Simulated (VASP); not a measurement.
NiMoIrPdW:

```xyz
5
Lattice="4.1170 0.0000 0.0000 -2.0585 3.5655 0.0000 0.0000 0.0000 5.4458" Properties=species:S:1:pos:R:3 pbc="T T T"
Ni    0.0000    0.0000    5.2157
Mo    2.0585    1.1885    5.2367
Pd    2.0585    1.1885    2.5211
Ir    0.0000    2.3770    3.9521
W     0.0000    2.3770    1.2875
```

Program: VASP 6.6.1. Alike in all runs: task single point; potentials or basis VASP PAW PBE potentials, release 64 (Ni, Mo_sv, Pd, Ir, W_sv); spin collinear, ferromagnetic start; cell as given; k mesh 6 × 6 × 4; cutoff (eV) 520; smearing fermi-dirac 0.05 eV.

Order these runs on this cell by their pressure, lowest first.
A. level PBE
B. level PBE+U; U Ir d U = 3.0 eV, Mo d U = 3.0 eV, Ni d U = 3.0 eV, Pd d U = 3.0 eV, W d U = 3.0 eV
C. level revPBE

B (-1.8 GPa), A (0.2 GPa), C (2.9 GPa).

Caveats: the U is typed as a test and isn't derived for this compound (some runs); the PAW data sets were made with another functional, which shifts forces and pressure a little (some runs).
